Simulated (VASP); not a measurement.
# Li4Co (Im-3m) in VASP: further runs, part 2 of 2

VASP 6.6.1. The steps go on from the part before.

## 3. Relaxation of cell and atoms, PBE

This run uses another cell than the first one, of 18.26 Å³/atom, 0.984 times its volume.

Input file INCAR:

```
SYSTEM = Li4Co
  PREC = Accurate
  ENCUT = 600
  EDIFF = 1E-7
  ISMEAR = 0
  SIGMA = 0.1
  LREAL = .FALSE.
  LASPH = .TRUE.
  NELM = 100
  ALGO = Normal
  ISIF = 3
  LWAVE = .FALSE.
  LCHARG = .FALSE.
  GGA = PE
  IBRION = 2
  NSW = 100
  EDIFFG = -0.01
```

Input file KPOINTS:

```
regular mesh
0
G
  10 10 10
  0 0 0
```

Input file POSCAR:

```
Li4Co
1.0
   -2.8364786055      2.8364786055      2.8364786055
    2.8364786055     -2.8364786055      2.8364786055
    2.8364786055      2.8364786055     -2.8364786055
Li Co
4 1
Direct
    0.0000000000      0.0000000000      0.5000000000
    0.5000000000      0.0000000000      0.0000000000
    0.5000000000      0.5000000000      0.5000000000
    0.0000000000      0.5000000000      0.0000000000
    0.0000000000      0.0000000000      0.0000000000
```

Potentials or basis: VASP PAW PBE potentials, release 64 (Li_sv, Co).

Launch:

```bash
cat potpaw_PBE.64/Li_sv/POTCAR potpaw_PBE.64/Co/POTCAR > POTCAR
mpirun -np 1 vasp_std > vasp.out
```

OUTCAR:

```text
SYSTEM = Li4Co
   PREC = Accurate
   ENCUT = 600
   EDIFF = 1E-7
   ISMEAR = 0
   LREAL = .FALSE.
   LASPH = .TRUE.
   NELM = 100
   ISIF = 3
   GGA = PE
   IBRION = 2
   NSW = 100
   EDIFFG = -0.01

 ion  position               nearest neighbor table
   1  0.000  0.000  0.500-   5 2.46   5 2.46
   2  0.500  0.000  0.000-   5 2.46   5 2.46
   3  0.500  0.500  0.500-   5 2.46   5 2.46
   4  0.000  0.500  0.000-   5 2.46   5 2.46
   5  0.000  0.000  0.000-   1 2.46   2 2.46   3 2.46   4 2.46   1 2.46   4 2.46   2 2.46   3 2.46

  LATTYP: Found a body centered cubic cell.
 ALAT       =     5.6729572110

  Lattice vectors:

 A1 = (  -2.8364786055,   2.8364786055,   2.8364786055)
 A2 = (   2.8364786055,  -2.8364786055,   2.8364786055)
 A3 = (   2.8364786055,   2.8364786055,  -2.8364786055)
[... 273 lines left out ...]
 cond. band min:       1.2453087822   @ k =   0.5000   0.5000   0.2000
 fundamental gap:      0.0326371181
 Fermi energy:         1.2152695428

 k-point     1 :       0.0000    0.0000    0.0000
  band No.  band energies     occupation
      1     -44.7993      2.00000
      2     -44.7711      2.00000
      3     -44.7711      2.00000
      4     -44.7711      2.00000
      5      -2.6103      2.00000
      6       1.0263      1.99248
      7       1.0263      1.99248
      8       1.0263      1.99248
      9       1.0817      1.94106
     10       1.0817      1.94106
     11       3.1053      0.00000
     12       3.1053      0.00000
     13       3.1053      0.00000
     14       4.6551      0.00000
[... 377 lines left out ...]
      1     -44.7929      2.00000
      2     -44.7770      2.00000
      3     -44.7745      2.00000
      4     -44.7678      2.00000
      5      -1.9638      2.00000
      6       0.6618      2.00000
      7       0.8613      2.00000
      8       0.9108      1.99998
      9       0.9608      1.99968
     10       1.0025      1.99738
     11       1.1994      1.17723
     12       2.6154      0.00000
     13       3.0714      0.00000
     14       3.9559      0.00000

 [... further k-points ...]
[... 5 lines left out ...]
  --------------------------------------------------------------------------------------
  -------------------------------------------------------------------------------------
  Total        0.0465109      0.0465109      0.0465109      0.0000000     -0.0000000      0.0000000
  in kB        0.8106550      0.8106550      0.8106550      0.0000000     -0.0000000      0.0000000
  external PRESSURE =       0.8106550 kB  Pullay stress =       0.0000000 kB
[... 20 lines left out ...]
  FREE ENERGIE OF THE ION-ELECTRON SYSTEM (eV)
  ---------------------------------------------------
  free  energy   TOTEN  =       -12.2559741227 eV

  energy  without entropy=      -12.2339384644  energy(sigma->0) =      -12.24495629

 reached required accuracy - stopping structural energy minimisation
```

OSZICAR:

```text
N       E                     dE             d eps       ncg     rms          rms(c)
DAV:   1     0.105387018657E+03    0.10539E+03   -0.98709E+03  1316   0.161E+03
DAV:   2     0.697651066749E+01   -0.98411E+02   -0.94734E+02  1316   0.368E+02
DAV:   3    -0.105701609666E+02   -0.17547E+02   -0.17309E+02  2494   0.905E+01
[... 29 lines left out ...]
DAV:   6    -0.122559719801E+02    0.15406E-05   -0.23941E-05  1850   0.464E-02    0.894E-03
DAV:   7    -0.122559735439E+02   -0.15638E-05   -0.35342E-06  2166   0.133E-02    0.282E-03
DAV:   8    -0.122559739972E+02   -0.45330E-06   -0.74474E-08   892   0.322E-03    0.666E-04
DAV:   9    -0.122559741663E+02   -0.16907E-06   -0.49879E-08   724   0.319E-03    0.800E-04
DAV:  10    -0.122559741227E+02    0.43627E-07   -0.15970E-08   706   0.199E-03
   3 F= -.12255974E+02 E0= -.12244956E+02  d E =-.635518E-03
```

Run time: 85 s. Hardware: 1 thread of AMD EPYC 9R45 (Zen 5), shared host; peak memory 0.26 GiB.

What came out:

```yaml
Free_energy: -12.2560 eV
Relaxed_volume: 18.38 Å³/atom
Relaxed_cell: a = 4.924 Å, b = 4.924 Å, c = 4.924 Å, α = 109.47°, β = 109.47°, γ = 109.47°
Space_group_after_relaxing_to_0.05_Å: Im-3m (No. 229)
Energy_gained_by_relaxing: 0.1 meV/atom
Ionic_steps: 3
Pressure_after_relaxing: 0.1 GPa
```

The path:
| step | energy change (eV) | largest force (eV/Å) | pressure (GPa) | volume (Å³) |
| --- | --- | --- | --- | --- |
| 1 | 0.0000 | 0.0000 | 0.22 | 91.28 |
| 2 | -0.0004 | 0.0000 | 0.15 | 91.62 |
| 3 | -0.0006 | 0.0000 | 0.08 | 91.92 |

Final structure:
```
CELL_PARAMETERS angstrom
-2.84308 2.84308 2.84308
2.84308 -2.84308 2.84308
2.84308 2.84308 -2.84308
ATOMIC_POSITIONS crystal
Li 0.00000 0.00000 0.50000
Li 0.50000 0.00000 0.00000
Li 0.50000 0.50000 0.50000
Li 0.00000 0.50000 0.00000
Co 0.00000 0.00000 0.00000
```

Caveat: the cutoff is under 1.25 times the usual one of these potentials, so pressure, stress and relaxed cells hold a basis-set (Pulay) error. Spin polarisation is off, so any magnetic state and its effect on volume and gap are missing.

## 4. Single point, PBE, collinear spin, ferromagnetic start

This run uses another cell than the first one, of 10.62 Å³/atom, 0.572 times its volume.

Input file INCAR:

```
ALGO = Normal
EDIFF = 1E-6
ENCUT = 520
GGA = PE
ISIF = 2
ISMEAR = 0
ISPIN = 2
LASPH = True
LCHARG = False
LMAXMIX = 4
LORBIT = 11
LREAL = False
LWAVE = False
MAGMOM = 0 0 0 0 3
NBANDS = 22
NELM = 150
PREC = Accurate
SIGMA = 0.1
```

Input file KPOINTS:

```
k-points
0
Gamma
  6 6 6
```

Edit POSCAR of step 3 so:

```diff
@@ -2,5 +2,5 @@
 1.0
-   -2.8364786055      2.8364786055      2.8364786055
-    2.8364786055     -2.8364786055      2.8364786055
-    2.8364786055      2.8364786055     -2.8364786055
+   -2.3677021700      2.3677021700      2.3677021700
+    2.3677021700     -2.3677021700      2.3677021700
+    2.3677021700      2.3677021700     -2.3677021700
 Li Co
```

Launch:

```bash
cat potpaw_PBE.64/Li_sv/POTCAR potpaw_PBE.64/Co/POTCAR > POTCAR
mpirun -np 1 vasp_std > vasp.out
```

Wall time 19 s (1 thread of AMD EPYC 9R45 (Zen 5), shared host); peak memory 0.18 GiB.

The run converged. Its results:

```
Free energy                                           : -9.6914 eV
Net moment                                            : 0.00 μB per cell
Valence electrons inside the program's atomic spheres : Li 2.21; Co 8.65
```

Levels at points of the mesh, in eV from the Fermi level:
Spin up:
| k point | band 6 | band 7 | band 8 | band 9 | band 10 | band 11 | band 12 | band 13 | band 14 | band 15 |
| --- | --- | --- | --- | --- | --- | --- | --- | --- | --- | --- |
| (0.00, 0.00, 0.00) | -0.59 | -0.59 | -0.41 | -0.41 | -0.41 | 2.67 | 2.67 | 2.67 | 4.20 | 4.20 |
| (0.50, 0.00, 0.00) | -2.00 | -1.29 | -0.80 | -0.68 | -0.65 | -0.49 | 1.41 | 3.37 | 3.52 | 5.77 |
| (0.50, 0.50, 0.50) | -2.73 | -2.54 | -0.92 | -0.92 | -0.92 | 2.05 | 2.05 | 2.96 | 2.96 | 2.96 |
Spin down:
| k point | band 8 | band 9 | band 10 | band 11 | band 12 | band 13 |
| --- | --- | --- | --- | --- | --- | --- |
| (0.00, 0.00, 0.00) | -0.41 | -0.41 | -0.41 | 2.67 | 2.67 | 2.67 |
| (0.50, 0.00, 0.00) | -0.80 | -0.68 | -0.65 | -0.49 | 1.41 | 3.37 |
| (0.50, 0.50, 0.50) | -0.92 | -0.92 | -0.92 | 2.05 | 2.05 | 2.96 |

Caveat: the cutoff is under 1.25 times the usual one of these potentials, so pressure, stress and relaxed cells hold a basis-set (Pulay) error; the starting moments collapsed, and a magnetic state may lie lower.
